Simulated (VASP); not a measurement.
Wanted: the native input for a VASP 6.6.1 run.

| Property | Result |
| --- | --- |
| Task | single point |
| Functional | LDA |
| Potentials or basis | VASP PAW LDA potentials, release 64 (Si, C) |
| Cutoff | 520 eV |
| k mesh | 12 × 12 × 12 |
| Occupations | gaussian, width 0.05 eV |
| Spin | no spin polarisation |
| Dipole correction | no |
| Further INCAR settings | ALGO = Normal; EDIFF = 1e-07; NBANDS = 11 |

The structure of SiC lies in POSCAR:

```
SiC
1.0
   -0.6873498706      1.8902121441      1.8902121441
    1.8902121441     -0.6873498706      1.8902121441
    1.8902121441      1.8902121441     -0.6873498706
Si C
1 1
Direct
    0.0000000000      0.0000000000      0.0000000000
    0.7500000000      0.7500000000      0.7500000000
```

This cell differs from its parent crystal: ratio of the length along [111] to the lengths across it x 0.6, volume and fractional coordinates fixed.

One way to write it, as run:

INCAR

```
SYSTEM = SiC
  PREC = Accurate
  ENCUT = 520
  EDIFF = 1E-7
  ISMEAR = 0
  SIGMA = 0.05
  LREAL = .False.
  LASPH = .True.
  NELM = 100
  ALGO = Normal
  ISIF = 2
  LWAVE = .False.
  LCHARG = .True.
  GGA = CA
  LELF = .True.
  LVHAR = .True.
  NBANDS = 11
```

KPOINTS

```
Automatic mesh
0
Gamma
  12 12 12
  0 0 0
```

Potentials or basis: VASP PAW LDA potentials, release 64 (Si, C).

Run with:

```console
$ cat potpaw_LDA.64/Si/POTCAR potpaw_LDA.64/C/POTCAR > POTCAR
$ mpirun -np 1 vasp_std > vasp.out
```

It gave:

```
Pressure               : 95.2 GPa
Largest force          : 29.745 eV/Å
Band gap on the k mesh : zero (band 4 reaches 8.71 eV, above the bottom of band 5 at 8.11 eV)
```

Caveat: forces of over 1 eV/Å act on the atoms, so gaps and moduli don't describe the material at rest.

Wall time 59 s on 1 thread of AMD EPYC 7R13, on a shared host, peak memory 0.12 GiB.
